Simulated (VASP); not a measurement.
Here is a VASP 6.6.1 calculation.

Contents of INCAR:

```
SYSTEM = EuS
PREC     = Accurate       ! precision mode
ENCUT    = 600            ! plane-wave cutoff, eV
EDIFF    = 1E-6           ! SCF threshold, eV
ISMEAR   = -1             ! smearing method
SIGMA    = 0.08           ! smearing width, eV
LREAL    = .False.        ! projectors in reciprocal space
LASPH    = .True.         ! aspherical terms in the spheres
NELM     = 200            ! most SCF steps
ALGO     = Normal         ! electronic algorithm
ISIF     = 2              ! what is computed and relaxed
LWAVE    = .False.        ! write WAVECAR
LCHARG   = .True.         ! write CHGCAR
ISPIN    = 2              ! spin polarisation
MAGMOM   = 7 0            ! initial moments
LORBIT   = 11             ! projections on sites
LMAXMIX  = 6              ! l up to which the mixer works
GGA      = PE             ! functional
LELF     = .True.         ! ELF
LVHAR    = .True.       
NBANDS   = 22             ! bands
GGA_COMPAT= .False.
```

KPOINTS

```
regular mesh
0
Gamma
  10 10 10
  0 0 0
```

File POSCAR:

```
EuS
1.0
    0.0000000000      2.9242242639      2.9242242639
    2.9242242639      0.0000000000      2.9242242639
    2.9242242639      2.9242242639      0.0000000000
Eu S
1 1
Direct
    0.0000000000      0.0000000000      0.0000000000
    0.5000000000      0.5000000000      0.5000000000
```

Potentials or basis: VASP PAW PBE potentials, release 64 (Eu, S).

Run with:

```console
$ cat potpaw_PBE.64/Eu/POTCAR potpaw_PBE.64/S/POTCAR > POTCAR
$ mpirun -np 1 vasp_std > vasp.out
```

Question: Predict the pressure.

Answer: -0.2 GPa.

Question: What does it give for the net moment?

Answer: 6.94 μB per cell.

Question: Estimate the site moments.

Answer: Eu +6.56; S -0.07 μB.

Caveat: a cell with one magnetic atom can't hold antiferromagnetic order, which such compounds often take. The state reached can hang on the start; a lower one may exist.
